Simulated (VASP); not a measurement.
# SiS2 (Ibam) in VASP: a series of runs, part 2 of 2

VASP 6.6.1. The steps go on from the part before.

### 3 Relaxation of cell and atoms, PBE

This run uses another cell than the first one, of 26.11 Å³/atom, 0.793 times its volume.

File INCAR:

```
SYSTEM = SiS2
ALGO = Normal ; EDIFF = 1E-7
EDIFFG = -0.005 ; ENCUT = 500
GGA = PE ; GGA_COMPAT = .FALSE.
IBRION = 2 ; ISIF = 3
ISMEAR = 0 ; LASPH = .TRUE.
LCHARG = .FALSE. ; LREAL = .FALSE.
LWAVE = .FALSE. ; NELM = 120
NELMIN = 4 ; NSW = 100
PREC = Accurate ; SIGMA = 0.02
```

File KPOINTS:

```
k-points
0
G
  6 6 6
  0 0 0
```

File POSCAR:

```
SiS2
1.0
   -2.8746902717      4.9104522643      2.7743526901
    2.8746902717     -4.9104522643      2.7743526901
    2.8746902717      4.9104522643     -2.7743526901
Si S
2 4
Direct
    0.7500000000      0.7500000000      0.0000000000
    0.2500000000      0.2500000000      0.0000000000
    0.8847451400      0.7985647100      0.6833098500
    0.1152548700      0.2014352900      0.3166901500
    0.6152548700      0.2985647100      0.9138195800
    0.3847451300      0.7014352900      0.0861804200
```

Potentials or basis: VASP PAW PBE potentials, release 64 (Si, S).

On the command line:

```console
$ cat potpaw_PBE.64/Si/POTCAR potpaw_PBE.64/S/POTCAR > POTCAR
$ mpirun -np 1 vasp_std > vasp.out
```

OUTCAR:

```text
SYSTEM = SiS2
   EDIFF = 1E-7
   EDIFFG = -0.005
   ENCUT = 500
   GGA = PE
   IBRION = 2
   ISIF = 3
   ISMEAR = 0
   LASPH = .TRUE.
   LREAL = .FALSE.
   NELM = 120
   NELMIN = 4
   NSW = 100
   PREC = Accurate

 ion  position               nearest neighbor table
   1  0.750  0.750  0.000-   3 2.13   4 2.13   5 2.13   6 2.13   2 2.77   2 2.77
   2  0.250  0.250  0.000-   4 2.13   3 2.13   6 2.13   5 2.13   1 2.77   1 2.77
   3  0.885  0.799  0.683-   1 2.13   2 2.13
   4  0.115  0.201  0.317-   2 2.13   1 2.13
   5  0.615  0.299  0.914-   1 2.13   2 2.13
   6  0.385  0.701  0.086-   2 2.13   1 2.13

  LATTYP: Found a body centered orthorhombic cell.
 ALAT       =     5.5487053802
 B/A-ratio  =     1.0361661233
 C/A-ratio  =     1.7699452135

  Lattice vectors:

 A1 = (   2.8746902717,   4.9104522643,  -2.7743526901)
 A2 = (  -2.8746902717,   4.9104522643,   2.7743526901)
 A3 = (   2.8746902717,  -4.9104522643,   2.7743526901)

Analysis of symmetry for initial positions (statically):
=====================================================================
 Subroutine PRICEL returns:
 Original cell was already a primitive cell.

 Routine SETGRP: Setting up the symmetry group for a
 body centered orthorhombic supercell.

 Subroutine GETGRP returns: Found  8 space group operations
 (whereof  4 operations were pure point group operations)
 out of a pool of  8 trial point group operations.

The static configuration has the point symmetry C_2h.
 The point group associated with its full space group is D_2h.

Analysis of symmetry for dynamics (positions and initial velocities):
=====================================================================
 Subroutine PRICEL returns:
 Original cell was already a primitive cell.

 Routine SETGRP: Setting up the symmetry group for a
 body centered orthorhombic supercell.

[... 147 lines left out ...]
  energy-cutoff  :      500.00
  volume of cell :      156.65
 maximum number of plane-waves:      4002
 NGX is ok and might be reduce to    48
   NGX = 23   NGY = 23   NGZ = 23

--------------------------------------- Ionic step        1  -------------------------------------------

 number of electron      31.9999997 magnetization

 Free energy of the ion-electron system (eV)
  ---------------------------------------------------
  ext. energy  EPLUGINS =         0.00000000
  ---------------------------------------------------
  free energy    TOTEN  =       -31.36805320 eV

  energy without entropy =      -31.36805320  energy(sigma->0) =      -31.36805320

------------------------ aborting loop because EDIFF is reached ----------------------------------------

  FORCE on cell =-STRESS in cart. coord.  units (eV):
  Direction    XX          YY          ZZ          XY          YZ          ZX
  --------------------------------------------------------------------------------------
  -------------------------------------------------------------------------------------
  Total        1.6575302      1.7038329      1.7520900      0.0000000      0.0000000      0.0000000
  in kB       16.9526586     17.4262273     17.9197842      0.0000000      0.0000000      0.0000000
  external PRESSURE =      17.4328900 kB  Pullay stress =       0.0000000 kB
[... 101 lines left out ...]
  FREE ENERGIE OF THE ION-ELECTRON SYSTEM (eV)
  ---------------------------------------------------
  free  energy   TOTEN  =       -31.3865319168 eV

  energy  without entropy=      -31.3865319168  energy(sigma->0) =      -31.38653192

[... ionic steps 4 to 29 ...]

--------------------------------------- Ionic step       30  -------------------------------------------

 number of electron      32.0000002 magnetization

------------------------ aborting loop because EDIFF is reached ----------------------------------------
[... 75 lines left out ...]
--------------------------------------- Ionic step       32  -------------------------------------------

 number of electron      32.0000002 magnetization

 Free energy of the ion-electron system (eV)
  ---------------------------------------------------
  ext. energy  EPLUGINS =         0.00000000
  ---------------------------------------------------
  free energy    TOTEN  =       -31.43886755 eV

  energy without entropy =      -31.43886755  energy(sigma->0) =      -31.43886755

 E-fermi :   0.2610     XC(G=0):  -6.9901

 val. band max:        0.1526091401   @ k =  -0.3333   0.3333   0.1667
 cond. band min:       3.2420533230   @ k =  -0.3333  -0.3333   0.3333
 fundamental gap:      3.0894441829
 Fermi energy:         0.2609885443

 k-point     1 :       0.0000    0.0000    0.0000
  band No.  band energies     occupation
      1     -14.1570      2.00000
      2     -12.1984      2.00000
      3     -11.6613      2.00000
      4     -11.6411      2.00000
      5      -7.2941      2.00000
      6      -5.4721      2.00000
[... 541 lines left out ...]
     19       4.8619      0.00000
     20       4.8619      0.00000

 [... further k-points ...]
[... 5 lines left out ...]
  --------------------------------------------------------------------------------------
  -------------------------------------------------------------------------------------
  Total        0.0014037      0.0043125      0.0153590     -0.0000000      0.0000000      0.0000000
  in kB        0.0117474      0.0360910      0.1285364     -0.0000000      0.0000000      0.0000000
  external PRESSURE =       0.0587916 kB  Pullay stress =       0.0000000 kB
[... 21 lines left out ...]
  FREE ENERGIE OF THE ION-ELECTRON SYSTEM (eV)
  ---------------------------------------------------
  free  energy   TOTEN  =       -31.4388675526 eV

  energy  without entropy=      -31.4388675526  energy(sigma->0) =      -31.43886755

 reached required accuracy - stopping structural energy minimisation
```

OSZICAR:

```text
N       E                     dE             d eps       ncg     rms          rms(c)
DAV:   1     0.170080574125E+03    0.17008E+03   -0.12735E+04  1840   0.128E+03
DAV:   2    -0.184374946401E+02   -0.18852E+03   -0.18200E+03  2636   0.220E+02
DAV:   3    -0.320384837690E+02   -0.13601E+02   -0.13519E+02  2208   0.677E+01
[... 335 lines left out ...]
DAV:   2    -0.314388713792E+02    0.27064E-05   -0.10445E-04  2176   0.699E-02    0.127E-02
DAV:   3    -0.314388685776E+02    0.28016E-05   -0.79121E-06  2172   0.163E-02    0.880E-03
DAV:   4    -0.314388678346E+02    0.74302E-06   -0.16131E-06  2276   0.725E-03    0.349E-03
DAV:   5    -0.314388675501E+02    0.28445E-06   -0.19525E-07  1272   0.289E-03    0.671E-04
DAV:   6    -0.314388675526E+02   -0.24834E-08   -0.41441E-08   984   0.152E-03
  32 F= -.31438868E+02 E0= -.31438868E+02  d E =-.642275E-05
```

CONTCAR:

```text
SiS2
   1.00000000000000
    -3.1277019807075046    5.4795794173200347    2.7926300209568597
     3.1277019807075046   -5.4795794173200347    2.7926300209568597
     3.1277019807075046    5.4795794173200347   -2.7926300209568597
  Si              S
     2     4
Direct
     0.7500000000000000    0.7500000000000000    0.0000000000000000
     0.2500000000000000    0.2500000000000000    0.0000000000000000
     0.8949310813545139    0.8153936537724634    0.7103247351269771
     0.1050689286454869    0.1846063462275367    0.2896752648730227
     0.6050689286454869    0.3153936537724634    0.9204625824179504
     0.3949310713545131    0.6846063462275367    0.0795374175820497

  0.00000000E+00  0.00000000E+00  0.00000000E+00
  0.00000000E+00  0.00000000E+00  0.00000000E+00
  0.00000000E+00  0.00000000E+00  0.00000000E+00
  0.00000000E+00  0.00000000E+00  0.00000000E+00
  0.00000000E+00  0.00000000E+00  0.00000000E+00
  0.00000000E+00  0.00000000E+00  0.00000000E+00
```

Wall time 27 min (1 thread of Intel Xeon Platinum 8559C (Emerald Rapids), shared host); peak memory 0.38 GiB.

What came out:

- Free energy: -31.4389 eV
- Relaxed volume: 31.91 Å³/atom
- Relaxed cell: a = 6.900 Å, b = 6.900 Å, c = 6.900 Å, α = 126.09°, β = 74.85°, γ = 132.25°
- Space group after relaxing (to 0.05 Å): Ibam (No. 72)
- Energy gained by relaxing: 11.8 meV/atom
- Ionic steps: 32
- Pressure after relaxing: 0.0 GPa
- Band gap on the k mesh: 3.09 eV, indirect (least direct gap 3.43 eV)

The path:
```csv
step,energy change (eV),largest force (eV/Å),pressure (GPa),volume (Å³)
1,0.0000,0.2807,1.74,156.65
2,0.0100,0.6017,-1.62,163.18
3,-0.0185,0.1281,0.17,159.50
4,-0.0225,0.1211,0.15,160.41
5,-0.0332,0.0988,0.13,163.13
6,-0.0495,0.0471,0.13,168.64
7,-0.0654,0.0895,0.29,179.95
8,-0.0594,0.3010,-0.85,185.00
9,-0.0671,0.0367,-0.08,181.54
10,-0.0679,0.0611,-0.05,182.56
11,-0.0679,0.0619,-0.05,182.59
12,-0.0677,0.0643,0.33,182.76
13,-0.0682,0.0043,0.13,182.67
14,-0.0689,0.0112,0.09,183.70
15,-0.0690,0.0198,0.07,184.29
16,-0.0691,0.0540,-0.16,185.61
17,-0.0692,0.0261,-0.07,185.11
18,-0.0696,0.0270,-0.04,185.56
19,-0.0698,0.0278,0.00,186.15
20,-0.0698,0.0282,0.01,186.31
21,-0.0700,0.0033,0.07,186.66
22,-0.0700,0.0136,0.11,186.88
23,-0.0702,0.0092,0.08,187.24
24,-0.0704,0.0041,-0.01,188.31
25,-0.0704,0.0052,-0.02,188.40
26,-0.0704,0.0038,-0.02,188.67
27,-0.0706,0.0025,-0.01,189.48
28,-0.0707,0.0120,0.00,191.10
29,-0.0708,0.0078,-0.02,191.47
30,-0.0708,0.0074,-0.02,191.46
31,-0.0708,0.0087,0.04,191.42
32,-0.0708,0.0011,0.01,191.45
```

Final structure:
```xyz
6
Lattice="-3.1277 5.4796 2.7926 3.1277 -5.4796 2.7926 3.1277 5.4796 -2.7926" Properties=species:S:1:pos:R:3 pbc="T T T"
Si    0.0000    0.0000    4.1889
Si    0.0000    0.0000    1.3963
S     1.9729    4.3281    2.7926
S     1.1548    1.1515    0.0000
S     1.9729    6.6310    0.0000
S     1.1548   -1.1515    2.7926
```

Caveat: the volume moved by over 15 % at a fixed basis, so the end points are rough.

### 4 Relaxation of cell and atoms, PBE

File INCAR:

```
PREC = Accurate
ENCUT = 500
EDIFF = 1E-7
ISMEAR = 0
SIGMA = 0.02
LREAL = F
LASPH = T
NELM = 120
ALGO = Normal
ISIF = 3
LWAVE = F
LCHARG = F
GGA = PE
IBRION = 2
NSW = 100
EDIFFG = -0.005
GGA_COMPAT = F
NELMIN = 4
```

File KPOINTS:

```
Automatic mesh
0
Gamma
  6 6 6
```

File POSCAR:

```
SiS2
1.0
   -3.1847042329      5.5437967501      2.7963366603
    3.1847042329     -5.5437967501      2.7963366603
    3.1847042329      5.5437967501     -2.7963366603
Si S
2 4
Direct
    0.7500000000      0.7500000000      0.0000000000
    0.2500000000      0.2500000000      0.0000000000
    0.8960278368      0.8185613192      0.7145891560
    0.1039721632      0.1814386808      0.2854108440
    0.6039721632      0.3185613192      0.9225334823
    0.3960278368      0.6814386808      0.0774665177
```

On the command line:

```console
$ cat potpaw_PBE.64/Si/POTCAR potpaw_PBE.64/S/POTCAR > POTCAR
$ mpirun -np 1 vasp_std > vasp.out
```

It took 60 min on 1 thread of Intel Xeon Platinum 8375C at 2.90GHz (Ice Lake), shared host; peak memory 0.49 GiB.

The run converged. Its results:

| Property | Result |
| --- | --- |
| Free energy | -31.4486 eV |
| Relaxed volume | 32.18 Å³/atom |
| Relaxed cell | a = 6.917 Å, b = 6.917 Å, c = 6.917 Å, α = 125.85°, β = 74.96°, γ = 132.36° |
| Space group after relaxing (to 0.05 Å) | Ibam (No. 72) |
| Energy gained by relaxing | 0.1 meV/atom |
| Ionic steps | 20 |
| Pressure after relaxing | 0.0 GPa |
| Band gap on the k mesh | 3.10 eV, indirect (least direct gap 3.44 eV) |

The path:
```
step  energy change (eV)  largest force (eV/Å)  pressure (GPa)  volume (Å³)
   1              0.0000                0.0500           -0.18       197.48
   2              0.0003                0.0839            0.22       196.40
   3             -0.0004                0.0081           -0.01       197.01
   4             -0.0004                0.0069           -0.01       197.02
   5             -0.0004                0.0055           -0.01       196.96
   6             -0.0004                0.0012           -0.01       196.79
   7             -0.0004                0.0013           -0.01       196.75
   8             -0.0004                0.0021            0.00       196.61
   9             -0.0005                0.0034            0.00       196.32
  10             -0.0006                0.0063            0.01       195.76
  11             -0.0007                0.0124            0.02       194.65
  12             -0.0007                0.0261            0.06       192.42
  13             -0.0007                0.0196            0.04       193.62
  14             -0.0007                0.0162            0.03       193.55
  15             -0.0007                0.0065            0.00       193.34
  16             -0.0007                0.0133           -0.05       192.93
  17             -0.0007                0.0003           -0.01       193.21
  18             -0.0007                0.0011           -0.01       193.23
  19             -0.0007                0.0008           -0.01       193.20
  20             -0.0007                0.0004           -0.01       193.11
```

Final structure:
```yaml
crystal:
  lattice:
    - [-3.14827, 5.48951, 2.79342]
    - [3.14827, -5.48951, 2.79342]
    - [3.14827, 5.48951, -2.79342]
  atoms:
    - { symbol: Si, position: [0.75000, 0.75000, 0.00000] }
    - { symbol: Si, position: [0.25000, 0.25000, 0.00000] }
    - { symbol: S, position: [0.89516, 0.81660, 0.71176] }
    - { symbol: S, position: [0.10484, 0.18340, 0.28824] }
    - { symbol: S, position: [0.60484, 0.31660, 0.92144] }
    - { symbol: S, position: [0.39516, 0.68340, 0.07856] }
```

Levels at points of the mesh, in eV from the valence-band top:
| k point | band 13 | band 14 | band 15 | band 16 | band 17 | band 18 | band 19 | band 20 |
| --- | --- | --- | --- | --- | --- | --- | --- | --- |
| (0.00, 0.00, 0.00) | -1.64 | -1.06 | -1.01 | -0.14 | 3.94 | 4.03 | 4.16 | 5.12 |
| (0.50, 0.00, 0.00) | -0.98 | -0.98 | -0.68 | -0.68 | 3.42 | 3.42 | 4.89 | 4.89 |
| (0.00, 0.50, 0.00) | -0.79 | -0.79 | -0.73 | -0.73 | 3.42 | 3.42 | 4.76 | 4.76 |
| (0.50, 0.50, 0.00) | -1.68 | -1.38 | -1.15 | 0.00 | 3.94 | 4.64 | 4.74 | 4.84 |
| (0.50, 0.50, 0.50) | -1.74 | -1.66 | -1.29 | -0.07 | 3.37 | 4.39 | 4.83 | 4.84 |

### 5 Overview

```csv
task,cell,cutoff (eV),gap on the mesh (eV),pressure (GPa),relaxed volume (Å³/atom)
single point,"a = 6.978 Å, angles 125.7, 74.8, 132.8°, 6 atoms",520,3.11,-0.2,-
relaxation of cell and atoms,"relaxed from a = 6.330 Å, angles 126.0, 78.3, 128.0°, 6 atoms",500,3.09,0.0,31.91
relaxation of cell and atoms,"relaxed from a = 6.978 Å, angles 125.7, 74.8, 132.8°, 6 atoms",500,3.10,0.0,32.18
```

Alike in all rows: level PBE; potentials or basis VASP PAW PBE potentials, release 64 (Si, S); no spin polarisation; k mesh 6 × 6 × 6; smearing gaussian 0.02 eV.

Caveats: the volume moved by over 15 % at a fixed basis, so the end points are rough (some runs).

Absolute energies hang on the potentials; compare differences alone.
